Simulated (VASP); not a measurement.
ZrB2:

```xyz
3
Lattice="-1.4569 1.4569 3.5740 1.4569 -1.4569 3.5740 1.4569 1.4569 -3.5740" Properties=species:S:1:pos:R:3 pbc="T T T"
Zr    0.0000    0.0000    0.0000
B     0.0000    0.0000    4.7534
B     0.0000    0.0000    2.3946
```

```yaml
Program: VASP 6.6.1
Task: relaxation of cell and atoms
Functional: PBE
Potentials_or_basis: VASP PAW PBE potentials, release 64 (Zr_sv, B)
Cutoff: 600 eV
k_mesh: 8 × 8 × 8
Occupations: gaussian, width 0.1 eV
Spin: no spin polarisation
```

At the start: pressure 37.8 GPa; volume 10.11 Å³/atom.

**Question.** How do energy, volume and symmetry change on relaxing?

**Answer.** Over 26 steps the energy falls by 1134.7 meV/atom and the volume is 12.64 Å³/atom (+24.9 %); space group I4/mmm (No. 139, to 0.1 Å) before and after.

The path:
```
step  energy change (eV)  largest force (eV/Å)  pressure (GPa)  volume (Å³)
   1              0.0000                1.7012           37.77        30.34
   2             -0.6189                0.0477          -16.04        42.00
   3             -0.8352                0.4222           -3.80        37.29
   4             -1.1160                1.2190           -2.15        36.93
   5             -0.5351                5.9161           12.14        35.79
   6             -1.1810                1.8059           -1.05        36.78
   7             -1.1887                2.5160            0.76        36.61
   8             -1.1929                2.2100           -0.05        36.69
   9             -1.3122                3.2705            1.88        36.54
  10             -1.3560                5.5447            7.62        36.07
  11             -1.3827                4.6911            4.94        36.27
  12             -1.4621                4.9434            5.18        36.28
  13             -1.6885                5.5839            6.19        36.30
  14             -1.9832                5.9522           11.00        36.21
  15             -2.3311                4.6670           10.58        36.50
  16             -2.5881                0.6739           13.16        37.03
  17             -2.5925                1.4515           12.53        36.95
  18             -2.8431                1.3693            8.61        37.34
  19             -3.2655                1.2795           -1.37        38.48
  20             -3.3232                1.3624           -4.84        38.99
  21             -3.3261                1.3926           -5.59        39.11
  22             -3.3629                0.9886           -4.02        38.77
  23             -3.3991                0.1383            0.17        38.01
  24             -3.3991                0.1013            0.04        38.03
  25             -3.4022                0.0528            0.00        37.98
  26             -3.4040                0.0143           -0.01        37.91
```

Final structure:
```
Zr B
1.0
    -1.73039    1.73039    3.16493
     1.73039   -1.73039    3.16493
     1.73039    1.73039   -3.16493
Zr B
1 2
Cartesian
  0.0000 0.0000 0.0000
  0.0000 0.0000 3.9438
  0.0000 0.0000 2.3860
```

Caveat: the volume moved by over 15 % at a fixed basis, so the end points are rough.
